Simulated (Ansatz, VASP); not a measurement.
**OsBr3: VASP beside Ansatz**

```
Os Br
1.0
     5.14312    0.00000    0.00000
     0.00000    5.14312    0.00000
     0.00000    0.00000    5.14312
Os Br
1 3
Direct
  0.00000 0.00000 0.00000
  0.50000 0.00000 0.00000
  0.00000 0.00000 0.50000
  0.00000 0.50000 0.00000
```

Alike in both runs: task single point; functional PBE; k mesh 6 × 6 × 6; occupations gaussian, width 0.05 eV; collinear spin; Hubbard terms Os d U = 2.0 eV.

|  | VASP | Ansatz |
| --- | --- | --- |
| version | VASP 6.6.1 | Ansatz 0.2.0 |
| potentials or method | VASP PAW PBE potentials, release 64 (Os, Br), cutoff 520 eV | scalar-relativistic, plane waves, PAW |
| valence electrons in the cell | 29 | 37 |

Ansatz gave:

- gap on the k mesh at the Fermi level (eV): none
- pressure (GPa): 0.8
- net moment per atom (μB): 0.84
- size of the moment on the site where the two differ most (μB): 2.23

Problem. Estimate VASP's values.

Solution. gap on the k mesh at the Fermi level (eV): none; pressure (GPa): 1.0; net moment per atom (μB): 0.85; size of the moment on the site where the two differ most (μB): 2.96.

Site moments also hang on the region over which each program counts them. The programs project onto different local orbitals, so the same U acts differently, and such runs can settle in different states. A gap of «none» marks a metal or a gap that the smearing closes. VASP's potentials hold 29 valence electrons a cell and Ansatz's 37, so a difference there can come from the potentials and not from the codes. Ansatz's warnings: filled band counts differ across k points.

Spin-orbit coupling is off throughout.
